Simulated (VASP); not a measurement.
# TaN (P6_3mc) in VASP: notebook, part 2 of 2

VASP 6.6.1. The steps go on from the part before.

**4. Single point, PBE (14.18 Å³/atom)**

This run uses another cell than the first one, of 14.18 Å³/atom.

INCAR reads:

```
  PREC = Accurate
  ENCUT = 520
  EDIFF = 1E-6
  ISMEAR = 0
  SIGMA = 0.15
  LREAL = F
  LASPH = T
  NELM = 100
  ALGO = Normal
  ISIF = 2
  LWAVE = F
  LCHARG = F
  GGA = PE
  NBANDS = 24
```

KPOINTS reads:

```
Automatic mesh
0
Gamma
  18 18 8
```

POSCAR reads:

```
TaN
1.0
    3.3665256967      0.0000000000      0.0000000000
   -1.6832628484      2.9154967758      0.0000000000
    0.0000000000      0.0000000000      5.7776314006
Ta N
2 2
Direct
    0.3333333333      0.6666666667      0.0304880884
    0.6666666667      0.3333333333      0.5304880884
    0.3333333333      0.6666666667      0.3545119116
    0.6666666667      0.3333333333      0.8545119116
```

Potentials or basis: VASP PAW PBE potentials, release 64 (Ta_pv, N).

Started as:

```bash
> cat potpaw_PBE.64/Ta_pv/POTCAR potpaw_PBE.64/N/POTCAR > POTCAR
> mpirun -np 1 vasp_std > vasp.out
```

OUTCAR:

```text
PREC = Accurate
   ENCUT = 520
   EDIFF = 1E-6
   ISMEAR = 0
   LREAL = F
   LASPH = T
   NELM = 100
   ISIF = 2
   GGA = PE

 ion  position               nearest neighbor table
   1  0.333  0.667  0.030-   3 1.87   4 2.19   4 2.19   4 2.19   2 3.48   2 3.48   2 3.48   2 3.48
                             2 3.48   2 3.48
   2  0.667  0.333  0.530-   4 1.87   3 2.19   3 2.19   3 2.19   1 3.48   1 3.48   1 3.48   1 3.48
                             1 3.48   1 3.48
   3  0.333  0.667  0.355-   1 1.87   2 2.19   2 2.19   2 2.19
   4  0.667  0.333  0.855-   2 1.87   1 2.19   1 2.19   1 2.19
[... 853 lines left out ...]
  --------------------------------------------------------------------------------------
  -------------------------------------------------------------------------------------
  Total       -6.9423930     -6.9423930      6.9473107      0.0000000      0.0000000      0.0000000
  in kB     -196.1441905   -196.1441905    196.2831301      0.0000000      0.0000000      0.0000000
  external PRESSURE =     -65.3350836 kB  Pullay stress =       0.0000000 kB

 VOLUME and BASIS-vectors are now :
 -----------------------------------------------------------------------------
  energy-cutoff  :      520.00
  volume of cell :       56.71
      direct lattice vectors                 reciprocal lattice vectors
     3.366525697  0.000000000  0.000000000     0.297042141  0.171497360  0.000000000
    -1.683262848  2.915496776  0.000000000     0.000000000  0.342994720  0.000000000
     0.000000000  0.000000000  5.777631401     0.000000000  0.000000000  0.173081308

 POSITION                                       TOTAL-FORCE (eV/Angst)
 -----------------------------------------------------------------------------------
     -0.00000      1.94366      0.17615         0.000000     -0.000000     -2.503927
      1.68326      0.97183      3.06496        -0.000000     -0.000000     -2.503927
     -0.00000      1.94366      2.04824         0.000000     -0.000000      2.503927
      1.68326      0.97183      4.93705        -0.000000      0.000000      2.503927
 -----------------------------------------------------------------------------------
    total drift:                               -0.000000      0.000000      0.000637

  FREE ENERGIE OF THE ION-ELECTRON SYSTEM (eV)
  ---------------------------------------------------
  free  energy   TOTEN  =       -42.7083246916 eV

  energy  without entropy=      -42.6979444151  energy(sigma->0) =      -42.70313455
```

OSZICAR:

```text
N       E                     dE             d eps       ncg     rms          rms(c)
DAV:   1     0.268789862231E+03    0.26879E+03   -0.17486E+04  8880   0.135E+03
DAV:   2    -0.361193947554E+02   -0.30491E+03   -0.29147E+03 10984   0.391E+02
DAV:   3    -0.498471165822E+02   -0.13728E+02   -0.13525E+02 11328   0.807E+01
DAV:   4    -0.500289685932E+02   -0.18185E+00   -0.18146E+00 10240   0.992E+00
DAV:   5    -0.500320069234E+02   -0.30383E-02   -0.30359E-02 11752   0.107E+00    0.324E+01
DAV:   6    -0.431430687469E+02    0.68889E+01   -0.34661E+01 10520   0.372E+01    0.121E+01
DAV:   7    -0.427665878311E+02    0.37648E+00   -0.20620E+00 10112   0.945E+00    0.860E+00
DAV:   8    -0.427202238932E+02    0.46364E-01   -0.31973E-01 10976   0.419E+00    0.156E+00
DAV:   9    -0.427082557724E+02    0.11968E-01   -0.39047E-02 10832   0.120E+00    0.312E-01
DAV:  10    -0.427083023069E+02   -0.46534E-04   -0.19383E-03 10992   0.349E-01    0.673E-02
DAV:  11    -0.427083227776E+02   -0.20471E-04   -0.10034E-04 11824   0.716E-02    0.167E-02
DAV:  12    -0.427083247248E+02   -0.19472E-05   -0.11761E-05 10624   0.267E-02    0.905E-03
DAV:  13    -0.427083246916E+02    0.33169E-07   -0.72494E-07  7352   0.650E-03
   1 F= -.42708325E+02 E0= -.42703135E+02  d E =-.103803E-01
```

stdout:

```text
POSCAR found type information on POSCAR TaN
 POSCAR found :  2 types and       4 ions
 scaLAPACK will be used
 LDA part: xc-table for (Slater+PW92), standard interpolation
 POSCAR, INCAR and KPOINTS ok, starting setup
 FFT: planning ... GRIDC
 FFT: planning ... GRID_SOFT
 FFT: planning ... GRID
 WAVECAR not read
 entering main loop
```

It took 2.7 min on 1 thread of Intel Xeon 6975P-C (Granite Rapids), shared host; peak memory 0.34 GiB.

What came out:

- Free energy: -42.7083 eV
- Pressure: -6.5 GPa
- Largest force: 2.504 eV/Å
- Band gap on the k mesh: zero (bands 16 and 17 overlap by 0.72 eV)

Forces on the atoms (eV/Å):
```
Ta   0.000  0.000 -2.504
Ta   0.000  0.000 -2.504
N    0.000  0.000  2.504
N    0.000  0.000  2.504
```

Stress tensor (GPa, compression positive):
```
-19.61   0.00   0.00
  0.00 -19.61   0.00
  0.00   0.00  19.63
```

Levels at points of the mesh, in eV from the Fermi level:
```
           k point  band 13  band 14  band 15  band 16  band 17  band 18  band 19  band 20
(0.00, 0.00, 0.00)    -4.50    -4.50    -1.00    -0.77    -0.21    -0.21     1.71     1.71
(0.50, 0.00, 0.00)    -4.72    -3.70    -2.06    -0.31     1.53     1.91     2.30     2.48
(0.00, 0.00, 0.50)    -5.13    -5.13     0.46     0.46     0.85     0.85     0.85     0.85
(0.50, 0.00, 0.50)    -4.91    -4.91    -0.46    -0.46     1.73     1.73     2.51     2.51
```

Caveat: the stress differs along the axes, from -20 to 20 GPa; spin-orbit coupling is left out, which moves the levels of the heavy elements; forces of over 1 eV/Å act on the atoms, so gaps and moduli don't describe the material at rest.

**5. Single point, PBE (14.18 Å³/atom)**

This run uses another cell than the first one, of 14.18 Å³/atom.

INCAR reads:

```
PREC     = Accurate       # precision mode
ENCUT    = 520            # plane-wave cutoff, eV
EDIFF    = 1E-7           # SCF threshold, eV
ISMEAR   = 0              # smearing method
SIGMA    = 0.15           # smearing width, eV
LREAL    = False          # projectors in reciprocal space
LASPH    = True           # aspherical terms in the spheres
NELM     = 60             # most SCF steps
ALGO     = Normal         # electronic algorithm
ISIF     = 2              # what is computed and relaxed
LWAVE    = False          # write WAVECAR
LCHARG   = False          # write CHGCAR
GGA      = PE             # functional
NBANDS   = 24             # bands
```

KPOINTS is that of step 4.

POSCAR reads:

```
TaN
1.0
    3.1908259578      0.0000000000      0.0000000000
   -1.5954129789      2.7633363385      0.0000000000
    0.0000000000      0.0000000000      6.4314288005
Ta N
2 2
Direct
    0.3333333333      0.6666666667      0.0304880884
    0.6666666667      0.3333333333      0.5304880884
    0.3333333333      0.6666666667      0.3545119116
    0.6666666667      0.3333333333      0.8545119116
```

Potentials or basis: VASP PAW PBE potentials, release 64 (Ta_pv, N).

Started as:

```bash
> cat potpaw_PBE.64/Ta_pv/POTCAR potpaw_PBE.64/N/POTCAR > POTCAR
> mpirun -np 1 vasp_std > vasp.out
```

OUTCAR:

```text
PREC = Accurate
   ENCUT = 520
   EDIFF = 1E-7
   ISMEAR = 0
   LREAL = False
   LASPH = True
   NELM = 60
   ISIF = 2
   GGA = PE

 ion  position               nearest neighbor table
   1  0.333  0.667  0.030-   3 2.08   4 2.16   4 2.16   4 2.16
   2  0.667  0.333  0.530-   4 2.08   3 2.16   3 2.16   3 2.16
   3  0.333  0.667  0.355-   1 2.08   2 2.16   2 2.16   2 2.16
   4  0.667  0.333  0.855-   2 2.08   1 2.16   1 2.16   1 2.16

  LATTYP: Found a hexagonal cell.
[... 849 lines left out ...]
  FORCE on cell =-STRESS in cart. coord.  units (eV):
  Direction    XX          YY          ZZ          XY          YZ          ZX
  --------------------------------------------------------------------------------------
  -------------------------------------------------------------------------------------
  Total       -4.2323748     -4.2323748    -10.5436392      0.0000000      0.0000000     -0.0000000
  in kB     -119.5777477   -119.5777477   -297.8905930      0.0000000      0.0000000     -0.0000000
  external PRESSURE =    -179.0153628 kB  Pullay stress =       0.0000000 kB

 VOLUME and BASIS-vectors are now :
 -----------------------------------------------------------------------------
  energy-cutoff  :      520.00
  volume of cell :       56.71
      direct lattice vectors                 reciprocal lattice vectors
     3.190825958  0.000000000  0.000000000     0.313398478  0.180940696  0.000000000
    -1.595412979  2.763336338  0.000000000     0.000000000  0.361881392  0.000000000
     0.000000000  0.000000000  6.431428800     0.000000000  0.000000000  0.155486445

 POSITION                                       TOTAL-FORCE (eV/Angst)
 -----------------------------------------------------------------------------------
     -0.00000      1.84222      0.19608        -0.000000     -0.000000      0.512465
      1.59541      0.92111      3.41180         0.000000      0.000000      0.512465
     -0.00000      1.84222      2.28002         0.000000      0.000000     -0.512465
      1.59541      0.92111      5.49573        -0.000000     -0.000000     -0.512465
 -----------------------------------------------------------------------------------
    total drift:                               -0.000000      0.000000      0.000044

  FREE ENERGIE OF THE ION-ELECTRON SYSTEM (eV)
  ---------------------------------------------------
  free  energy   TOTEN  =       -43.0491992467 eV

  energy  without entropy=      -43.0377069301  energy(sigma->0) =      -43.04345309
```

stdout:

```text
POSCAR found type information on POSCAR TaN
 POSCAR found :  2 types and       4 ions
 scaLAPACK will be used
 LDA part: xc-table for (Slater+PW92), standard interpolation
 POSCAR, INCAR and KPOINTS ok, starting setup
 FFT: planning ... GRIDC
 FFT: planning ... GRID_SOFT
 FFT: planning ... GRID
 WAVECAR not read
 entering main loop
```

It took 97 s on 1 thread of Intel Xeon 6975P-C (Granite Rapids), shared host; peak memory 0.33 GiB.

What came out:

- Free energy: -43.0492 eV
- Pressure: -17.9 GPa
- Largest force: 0.512 eV/Å
- Band gap on the k mesh: zero (bands 16 and 17 overlap by 0.14 eV)

Forces in eV/Å, atoms in the order of the input:
```
Ta   0.000  0.000  0.512
Ta   0.000  0.000  0.512
N    0.000  0.000 -0.512
N    0.000  0.000 -0.512
```

Levels at points of the mesh, in eV from the Fermi level:
```csv
k point,band 14,band 15,band 16,band 17,band 18,band 19
"(0.00, 0.00, 0.00)",-3.93,-0.98,-0.47,0.36,0.36,2.00
"(0.50, 0.00, 0.00)",-3.29,-1.97,-0.53,0.92,1.96,2.55
"(0.00, 0.00, 0.50)",-4.30,0.02,0.02,1.00,1.00,1.00
"(0.50, 0.00, 0.50)",-4.16,-0.92,-0.92,1.27,1.27,3.17
```

Caveat: the stress differs along the axes, from -30 to -12 GPa; spin-orbit coupling is left out, which moves the levels of the heavy elements.

**6. Single point, PBE (14.18 Å³/atom)**

This run uses another cell than the first one, of 14.18 Å³/atom.

INCAR reads:

```
ALGO = Normal ; EDIFF = 1E-6
ENCUT = 520 ; GGA = PE
ISIF = 2 ; ISMEAR = 0
LASPH = True ; LCHARG = False
LREAL = False ; LWAVE = False
NBANDS = 24 ; NELM = 80
PREC = Accurate ; SIGMA = 0.15
```

KPOINTS reads:

```
k-points
0
Gamma
  18 18 8
```

POSCAR reads:

```
TaN
1.0
    3.2774899465      0.0000000000      0.0000000000
   -1.6387449733      2.8383895543      0.0000000000
    0.0000000000      0.0000000000      6.0958035514
Ta N
2 2
Direct
    0.3333333333      0.6666666667      0.0304880884
    0.6666666667      0.3333333333      0.5304880884
    0.3333333333      0.6666666667      0.3545119116
    0.6666666667      0.3333333333      0.8545119116
```

Potentials or basis: VASP PAW PBE potentials, release 64 (Ta_pv, N).

Started as:

```bash
> cat potpaw_PBE.64/Ta_pv/POTCAR potpaw_PBE.64/N/POTCAR > POTCAR
> mpirun -np 1 vasp_std > vasp.out
```

It took 90 s on 1 thread of Intel Xeon 6975P-C (Granite Rapids), shared host; peak memory 0.33 GiB.

Results (log left out):

| Property | Result |
| --- | --- |
| Free energy | -43.1504 eV |
| Pressure | -14.0 GPa |
| Largest force | 0.555 eV/Å |
| Band gap on the k mesh | zero (bands 16 and 17 overlap by 0.48 eV) |

Forces on the atoms (eV/Å):
```
Ta   0.000  0.000 -0.555
Ta   0.000  0.000 -0.555
N    0.000  0.000  0.555
N    0.000  0.000  0.555
```

Stress tensor (GPa, compression positive):
```
-16.70   0.00   0.00
  0.00 -16.70   0.00
  0.00   0.00  -8.56
```

Levels at points of the mesh, in eV from the Fermi level:
```
           k point  band 12  band 13  band 14  band 15  band 16  band 17  band 18  band 19  band 20  band 21
(0.00, 0.00, 0.00)    -5.16    -4.29    -4.29    -0.89    -0.76     0.02     0.02     1.91     1.91     2.55
(0.50, 0.00, 0.00)    -5.37    -4.66    -3.55    -2.05    -0.49     1.23     1.96     2.30     2.80     3.27
(0.00, 0.00, 0.50)    -4.78    -4.78    -4.78     0.23     0.23     0.84     0.84     0.84     0.84     4.22
(0.50, 0.00, 0.50)    -5.17    -4.60    -4.60    -0.75    -0.75     1.46     1.46     2.75     2.75     4.01
```

Caveat: the stress differs along the axes, from -17 to -9 GPa; spin-orbit coupling is left out, which moves the levels of the heavy elements.

**7. Summary**

```csv
cell,gap on the mesh (eV),pressure (GPa),largest force (eV/Å)
"a = 3.193, b = 3.193, c = 6.183 Å, angles 90.0, 90.0, 120.0°, 4 atoms",none,-8.7,0.03
"a = 3.109, b = 3.109, c = 6.523 Å, angles 90.0, 90.0, 120.0°, 4 atoms",none,-11.4,0.96
"a = 3.367, b = 3.367, c = 5.778 Å, angles 90.0, 90.0, 120.0°, 4 atoms",none,-6.5,2.50
"a = 3.191, b = 3.191, c = 6.431 Å, angles 90.0, 90.0, 120.0°, 4 atoms",none,-17.9,0.51
"a = 3.277, b = 3.277, c = 6.096 Å, angles 90.0, 90.0, 120.0°, 4 atoms",none,-14.0,0.55
```

Alike in all rows: task single point; level PBE; potentials or basis VASP PAW PBE potentials, release 64 (Ta_pv, N); no spin polarisation; k mesh 18 × 18 × 8; cutoff (eV) 520; smearing gaussian 0.15 eV.

Caveats: spin-orbit coupling is left out, which moves the levels of the heavy elements; the cell stands under tension (at least some runs); the stress differs along the axes, from -31 to -2 GPa (at least some runs); the stress differs along the axes, from -20 to 20 GPa (at least some runs); forces of over 1 eV/Å act on the atoms, so gaps and moduli don't describe the material at rest (at least some runs); the stress differs along the axes, from -30 to -12 GPa (at least some runs); the stress differs along the axes, from -17 to -9 GPa (at least some runs).

Total energies depend on the potentials used, so only differences within one code and one set of settings carry meaning.
